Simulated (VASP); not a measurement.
# CS2 in VASP: settings compared

The runs below take CS2 through single point, with PBEsol, PBE.

Program: VASP 6.6.1. These are calculated values, not measurements. Logs are shortened: lines on timing, memory, paths and dates and some standing lists are left out, and cuts for length are marked.

## (1) The cell of the first run

It takes space group Cmce (No. 64, orthorhombic). The conventional cell has a = 6.185 Å, b = 5.643 Å, c = 9.465 Å, α = 90.00°, β = 90.00°, γ = 90.00°. S (site symmetry m) has 1 C at 1.56 Å within 2.1 Å. Within 2.1 Å of C (site symmetry 2/m) lie 2 S at 1.56 Å.

## (2) Single point, PBEsol

INCAR

```
  ALGO = Normal
  EDIFF = 1E-6
  ENCUT = 520
  GGA = PS
  ISIF = 2
  ISMEAR = -1
  LASPH = True
  LCHARG = False
  LREAL = False
  LWAVE = False
  NBANDS = 25
  NELM = 100
  PREC = Accurate
  SIGMA = 0.05
```

KPOINTS

```
k-points
0
Gamma
  6 6 3
```

POSCAR

```
CS2
1.0
    3.0923110680     -2.8213878318      0.0000000000
    3.0923110680      2.8213878318      0.0000000000
    0.0000000000      0.0000000000      9.4649539865
S C
4 2
Direct
    0.1757677872      0.8242322128      0.8729555891
    0.3242322128      0.6757677872      0.3729555891
    0.6757677872      0.3242322128      0.6270444109
    0.8242322128      0.1757677872      0.1270444109
    0.5000000000      0.5000000000      0.5000000000
    0.0000000000      0.0000000000      0.0000000000
```

Potentials or basis: VASP PAW PBE potentials, release 64 (S, C).

Run with:

```console
$ cat potpaw_PBE.64/S/POTCAR potpaw_PBE.64/C/POTCAR > POTCAR
$ mpirun -np 1 vasp_std > vasp.out
```

OUTCAR:

```text
EDIFF = 1E-6
   ENCUT = 520
   GGA = PS
   ISIF = 2
   ISMEAR = -1
   LASPH = True
   LREAL = False
   NELM = 100
   PREC = Accurate

 ion  position               nearest neighbor table
   1  0.176  0.824  0.873-   6 1.56
   2  0.324  0.676  0.373-   5 1.56
   3  0.676  0.324  0.627-   5 1.56
   4  0.824  0.176  0.127-   6 1.56
   5  0.500  0.500  0.500-   2 1.56   3 1.56
   6  0.000  0.000  0.000-   1 1.56   4 1.56

  LATTYP: Found a base centered orthorhombic cell.
 ALAT       =     5.6427756636
 B/A-ratio  =     1.0960248120
 C/A-ratio  =     1.6773578378

  Lattice vectors:

 A1 = (  -3.0923110680,  -2.8213878318,   0.0000000000)
 A2 = (   3.0923110680,  -2.8213878318,   0.0000000000)
 A3 = (   0.0000000000,   0.0000000000,   9.4649539865)

Analysis of symmetry for initial positions (statically):
=====================================================================
 Subroutine PRICEL returns:
 Original cell was already a primitive cell.

 Routine SETGRP: Setting up the symmetry group for a
 base centered orthorhombic supercell.

 Subroutine GETGRP returns: Found  8 space group operations
 (whereof  4 operations were pure point group operations)
 out of a pool of  8 trial point group operations.

The static configuration has the point symmetry C_2h.
 The point group associated with its full space group is D_2h.

Analysis of symmetry for dynamics (positions and initial velocities):
=====================================================================
 Subroutine PRICEL returns:
 Original cell was already a primitive cell.

 Routine SETGRP: Setting up the symmetry group for a
 base centered orthorhombic supercell.

 Subroutine GETGRP returns: Found  8 space group operations
 (whereof  4 operations were pure point group operations)
 out of a pool of  8 trial point group operations.

The dynamic configuration has the point symmetry C_2h.
 The point group associated with its full space group is D_2h.

 Subroutine INISYM returns: Found  8 space group operations
 (whereof  4 operations are pure point group operations),
 and found     1 'primitive' translations

----------------------------------------------------------------------------------------

                                     Primitive cell

  volume of cell :     165.1560

  direct lattice vectors                    reciprocal lattice vectors
     3.092311068 -2.821387832  0.000000000     0.161691366 -0.177217749  0.000000000
     3.092311068  2.821387832  0.000000000     0.161691366  0.177217749  0.000000000
     0.000000000  0.000000000  9.464953986     0.000000000  0.000000000  0.105652917

  length of vectors
     4.186002513  4.186002513  9.464953986     0.239896286  0.239896286  0.105652917

  position of ions in fractional coordinates (direct lattice)
     0.175767787  0.824232213  0.872955589
     0.324232213  0.675767787  0.372955589
     0.675767787  0.324232213  0.627044411
     0.824232213  0.175767787  0.127044411
     0.500000000  0.500000000  0.500000000
     0.000000000  0.000000000  0.000000000

  ion indices of the primitive-cell ions
   primitive index   ion index
                 1           1
                 2           2
                 3           3
                 4           4
                 5           5
                 6           6

----------------------------------------------------------------------------------------

 KPOINTS: k-points

Automatic generation of k-mesh.
 Grid dimensions read from file:
 generate k-points for:    6    6    3

 Generating k-lattice:

  Cartesian coordinates                     Fractional coordinates (reciprocal lattice)
     0.026948561 -0.029536291  0.000000000     0.166666667 -0.000000000  0.000000000
     0.026948561  0.029536291  0.000000000    -0.000000000  0.166666667  0.000000000
     0.000000000  0.000000000  0.035217639     0.000000000  0.000000000  0.333333333

  Length of vectors
     0.039982714  0.039982714  0.035217639

  Shift w.r.t. Gamma in fractional coordinates (k-lattice)
     0.000000000  0.000000000  0.000000000

 Subroutine IBZKPT returns following result:
 ===========================================

 Found     26 irreducible k-points:

 Following reciprocal coordinates:
            Coordinates               Weight
  0.000000  0.000000  0.000000      1.000000
  0.166667  0.000000  0.000000      4.000000
  0.333333  0.000000  0.000000      4.000000
  0.500000 -0.000000  0.000000      2.000000
  0.166667  0.166667  0.000000      2.000000
  0.333333  0.166667  0.000000      4.000000
[... 16 lines left out ...]
  0.333333  0.333333  0.333333      4.000000
  0.500000  0.333333  0.333333      8.000000
 [... further k-points ...]
   k-points           NKPTS =     26   k-points in BZ     NKDIM =     26   number of bands    NBANDS=     25
   number of dos      NEDOS =    301   number of ions     NIONS =      6
   total plane-waves  NPLWV =  71680
   dimension x,y,z NGX =    32 NGY =   32 NGZ =   70
   dimension x,y,z NGXF=    64 NGYF=   64 NGZF=  140
   ions per type =               4   2
   NGX,Y,Z   is equivalent  to a cutoff of  12.71, 12.71, 12.30 a.u.
   NGXF,Y,Z  is equivalent  to a cutoff of  25.42, 25.42, 24.59 a.u.
 SYSTEM =  unknown system
   PREC   = accura    normal or accurate (medium, high low for compatibility)
   ISTART =      0    job   : 0-new  1-cont  2-samecut
   ICHARG =      2    charge: 1-file 2-atom 10-const
   ISPIN  =      1    spin polarized calculation?
   LNONCOLLINEAR =      F non collinear calculations
   LSORBIT =      F    spin-orbit coupling
   LASPH  =      T    aspherical Exc in radial PAW
   ENCUT  =  520.0 eV  38.22 Ry    6.18 a.u.   7.78  7.78 17.60*2*pi/ulx,y,z
   NELM   =    100;   NELMIN=  2; NELMDL= -5     # of ELM steps
   EDIFF  = 0.1E-05   stopping-criterion for ELM
   LREAL  =      F    real-space projection
   EDIFFG = 0.1E-04   stopping-criterion for IOM
   NSW    =      0    number of steps for IOM
   IBRION =     -1    ionic relax: 0-MD 1-quasi-New 2-CG
   NFREE  =      0    steps in history (QN), initial steepest desc. (CG)
   ISIF   =      2    stress and relaxation
   ISYM   =      2    0-nonsym 1-usesym 2-fastsym
   POTIM  = 0.5000    time-step for ionic-motion
   TEBEG  =    0.0;   TEEND  =   0.0 temperature during run
   PSTRESS=    0.0 pullay stress
   NELECT =      32.0000    total number of electrons
   NUPDOWN=      -1.0000    fix difference up-down
   EMIN   =  10.00;   EMAX   =-10.00  energy-range for DOS
   EFERMI =   0.00;   METHOD = LEGACY
   ISMEAR =    -1;   SIGMA  =   0.05  broadening in eV -4-tet -1-fermi 0-gaus
   EFERMI_NEDOS =   21; number of points for ismear=-14 and -15
   IALGO  =     38    algorithm
   IMIX   =      4    mixing-type and parameters
     AMIX     =   0.40;   BMIX     =  1.00
     AMIX_MAG =   1.60;   BMIX_MAG =  1.00
  volume/ion in A,a.u.               =      27.53       185.75
  Fermi-wavevector in a.u.,A,eV,Ry     =   0.947313  1.790161 12.209885  0.897401
  Thomas-Fermi vector in A             =   2.075394
   LORBIT       =      0    0 simple, 1 ext, 2 COOP (PROOUT), +10 PAW based schemes
   GGA     = PS    functional components
   LHFCALC =     F    Hartree Fock is set to
   AEXX    =    0.0000 exact exchange contribution
   IVDW    =     0    specifies the selected vdW correction
   LEPSILON=     F    determine dielectric tensor
   LRPA    =     F    only Hartree local field effects (RPA)
 non-spin polarized calculation
  energy-cutoff  :      520.00
  volume of cell :      165.16
 maximum number of plane-waves:      4474
   NGX = 15   NGY = 15   NGZ = 35

 number of electron      31.9999996 magnetization

 Free energy of the ion-electron system (eV)
  ---------------------------------------------------
  ext. energy  EPLUGINS =         0.00000000
  ---------------------------------------------------
  free energy    TOTEN  =       -34.64526244 eV

  energy without entropy =      -34.64526244  energy(sigma->0) =      -34.64526244

 E-fermi :   0.4128     XC(G=0):  -7.4687

 val. band max:       -0.7056903718   @ k =   0.5000   0.5000   0.0000
 cond. band min:       2.2213601512   @ k =   0.5000   0.5000   0.0000
 fundamental gap:      2.9270505230
 Fermi energy:         0.4127686789

 k-point     1 :       0.0000    0.0000    0.0000
  band No.  band energies     occupation
      1     -15.7868      2.00000
      2     -15.6797      2.00000
      3     -13.6116      2.00000
      4     -13.4019      2.00000
      5      -7.3350      2.00000
      6      -6.6512      2.00000
[... 17 lines left out ...]
     24       7.2213      0.00000
     25       7.5833      0.00000

 k-point     2 :       0.1667    0.0000    0.0000
  band No.  band energies     occupation
      1     -15.7555      2.00000
      2     -15.6618      2.00000
      3     -13.5988      2.00000
      4     -13.4182      2.00000
      5      -7.3093      2.00000
      6      -6.7027      2.00000
[... 17 lines left out ...]
     24       6.8852      0.00000
     25       7.8368      0.00000

 k-point     3 :       0.3333    0.0000    0.0000
  band No.  band energies     occupation
      1     -15.6857      2.00000
      2     -15.6304      2.00000
      3     -13.5651      2.00000
      4     -13.4622      2.00000
      5      -7.2173      2.00000
      6      -6.8465      2.00000
[... 17 lines left out ...]
     24       6.6192      0.00000
     25       7.8507      0.00000

 k-point     4 :       0.5000   -0.0000    0.0000
  band No.  band energies     occupation
      1     -15.6320      2.00000
      2     -15.6320      2.00000
      3     -13.5171      2.00000
      4     -13.5171      2.00000
      5      -7.0456      2.00000
      6      -7.0456      2.00000
[... 17 lines left out ...]
     24       6.8156      0.00000
     25       7.9224      0.00000
[... 477 lines left out ...]
 k-point    22 :      -0.1667    0.1667    0.3333
  band No.  band energies     occupation
      1     -15.7013      2.00000
      2     -15.6647      2.00000
      3     -13.5485      2.00000
      4     -13.4768      2.00000
      5      -7.1713      2.00000
      6      -6.9076      2.00000
[... 17 lines left out ...]
     24       7.1641      0.00000
     25       7.7914      0.00000

 k-point    23 :       0.3333    0.3333    0.3333
  band No.  band energies     occupation
      1     -15.6098      2.00000
      2     -15.5819      2.00000
      3     -13.5219      2.00000
      4     -13.4791      2.00000
      5      -7.1054      2.00000
      6      -7.0084      2.00000
[... 17 lines left out ...]
     24       6.9545      0.00000
     25       8.1770      0.00000

 k-point    24 :       0.5000    0.3333    0.3333
  band No.  band energies     occupation
      1     -15.5780      2.00000
      2     -15.5619      2.00000
      3     -13.5132      2.00000
      4     -13.4936      2.00000
      5      -7.0537      2.00000
      6      -7.0429      2.00000
[... 17 lines left out ...]
     24       7.1308      0.00000
     25       7.8581      0.00000

 [... further k-points ...]
[... 5 lines left out ...]
  --------------------------------------------------------------------------------------
  -------------------------------------------------------------------------------------
  Total       -0.0752212     -0.6004282     -0.8233273      0.0000000      0.0000000      0.0000000
  in kB       -0.7297202     -5.8247489     -7.9870909      0.0000000      0.0000000      0.0000000
  external PRESSURE =      -4.8471867 kB  Pullay stress =       0.0000000 kB

 VOLUME and BASIS-vectors are now :
 -----------------------------------------------------------------------------
  energy-cutoff  :      520.00
  volume of cell :      165.16
      direct lattice vectors                 reciprocal lattice vectors
     3.092311068 -2.821387832  0.000000000     0.161691366 -0.177217749  0.000000000
     3.092311068  2.821387832  0.000000000     0.161691366  0.177217749  0.000000000
     0.000000000  0.000000000  9.464953986     0.000000000  0.000000000  0.105652917

 POSITION                                       TOTAL-FORCE (eV/Angst)
 -----------------------------------------------------------------------------------
      3.09231      1.82957      8.26248         0.000000      0.130848      0.157971
      3.09231      0.99182      3.53001         0.000000     -0.130848      0.157971
      3.09231     -0.99182      5.93495         0.000000      0.130848     -0.157971
      3.09231     -1.82957      1.20247         0.000000     -0.130848     -0.157971
      3.09231      0.00000      4.73248         0.000000      0.000000      0.000000
      0.00000      0.00000      0.00000         0.000000     -0.000000      0.000000
 -----------------------------------------------------------------------------------
    total drift:                               -0.000000      0.000000      0.000000

  FREE ENERGIE OF THE ION-ELECTRON SYSTEM (eV)
  ---------------------------------------------------
  free  energy   TOTEN  =       -34.6452624376 eV

  energy  without entropy=      -34.6452624376  energy(sigma->0) =      -34.64526244
```

It took 38 s on 1 thread of Intel Xeon 6975P-C (Granite Rapids), shared host; peak memory 0.28 GiB.

What came out:

| Quantity | Value |
| --- | --- |
| Free energy | -34.6453 eV |
| Pressure | -0.5 GPa |
| Largest force | 0.205 eV/Å |
| Band gap on the k mesh | 2.93 eV, direct |

Forces on the atoms (eV/Å):
```
S    0.000  0.131  0.158
S    0.000 -0.131  0.158
S    0.000  0.131 -0.158
S    0.000 -0.131 -0.158
C    0.000  0.000  0.000
C    0.000  0.000  0.000
```

Stress tensor (GPa, compression positive):
```
-0.07  0.00  0.00
 0.00 -0.58  0.00
 0.00  0.00 -0.80
```

Levels at points of the mesh, in eV from the valence-band top:
| k point | band 14 | band 15 | band 16 | band 17 | band 18 | band 19 |
| --- | --- | --- | --- | --- | --- | --- |
| (0.00, 0.00, 0.00) | -0.58 | -0.47 | -0.10 | 3.03 | 3.10 | 3.79 |
| (0.50, 0.00, 0.00) | -0.50 | -0.27 | -0.27 | 3.37 | 3.37 | 3.61 |
| (0.50, 0.50, 0.00) | -1.05 | -0.30 | 0.00 | 2.93 | 3.06 | 4.32 |

Caveat: the PAW data sets were made with another functional, which shifts forces and pressure a little. A k mesh can miss the band edges.

[end of part 1 of 2]
